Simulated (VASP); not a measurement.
A run of VASP 6.6.1:

INCAR

```
SYSTEM = Sr
PREC = Accurate
ENCUT = 520
EDIFF = 1E-7
ISMEAR = 0
SIGMA = 0.15
LREAL = .FALSE.
LASPH = .TRUE.
NELM = 100
ALGO = Normal
ISIF = 2
LWAVE = .FALSE.
LCHARG = .TRUE.
GGA = PS
LELF = .TRUE.
LVHAR = .TRUE.
NBANDS = 17
```

The input KPOINTS:

```
regular mesh
0
G
  12 12 8
  0 0 0
```

POSCAR

```
Sr
1.0
    4.1945366888      0.0000000000      0.0000000000
   -2.0972683444      3.6325753296      0.0000000000
    0.0000000000      0.0000000000      6.8785266073
Sr
2
Direct
    0.1664495862      0.6666666667      0.2500000000
    0.8335504138      0.3333333333      0.7500000000
```

Potentials or basis: VASP PAW PBE potentials, release 64 (Sr_sv).

Command:

```bash
$ cat potpaw_PBE.64/Sr_sv/POTCAR > POTCAR
$ mpirun -np 1 vasp_std > vasp.out
```

Hardware: 1 thread of Intel(R) Xeon(R) 6975P-C (Granite Rapids), with other jobs on the host.

Q: How long does it take, and how much memory?

A: Run time: 3.8 min on 1 thread of Intel(R) Xeon(R) 6975P-C (Granite Rapids), with other jobs on the host, peak memory 0.64 GiB. Counts: scf iterations 14, k points 370.
